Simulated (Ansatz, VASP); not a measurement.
# One calculation of Sn3S5, two programs

```
Sn S
1.0
     3.63122    2.09649    4.57693
    -3.63122    2.09649    4.57693
     0.00000   -4.19297    4.57693
Sn S
3 5
Cartesian
  1.4881 0.0000 6.8654
  -0.7441 1.2888 6.8654
  -0.7441 -1.2888 6.8654
  -3.5872 0.0000 6.8654
  1.7936 -3.1066 6.8654
  1.7936 3.1066 6.8654
  0.0000 0.0000 5.6958
  0.0000 0.0000 8.0350
```

Alike in both runs: task relaxation of cell and atoms; functional PBE; k mesh 3 × 3 × 3; occupations gaussian, width 0.2 eV; no spin polarisation.

|  | VASP | Ansatz |
| --- | --- | --- |
| version | VASP 6.6.1 | Ansatz 0.2.0 |
| potentials or method | VASP PAW PBE potentials, release 64 (Sn_d, S), cutoff 600 eV | scalar-relativistic, plane waves, PAW |
| valence electrons in the cell | 72 | 72 |

|  | VASP | Ansatz | Ansatz less VASP |
| --- | --- | --- | --- |
| gap on the k mesh at the Fermi level, each at its own relaxed structure (eV) | none | none | - |
| relaxed volume (Å³/atom) | 33.82 | 33.21 | -0.614 |
| relaxed cell length with the largest relative difference (Å) | 6.994 | 6.914 | -0.0800 |

A gap of «none» marks a metal or a gap that the smearing closes.

The k mesh is coarse, so the values compare programs but aren't converged. Noted on VASP's run: the volume moved by over 15 % at a fixed basis, so the end points are rough.
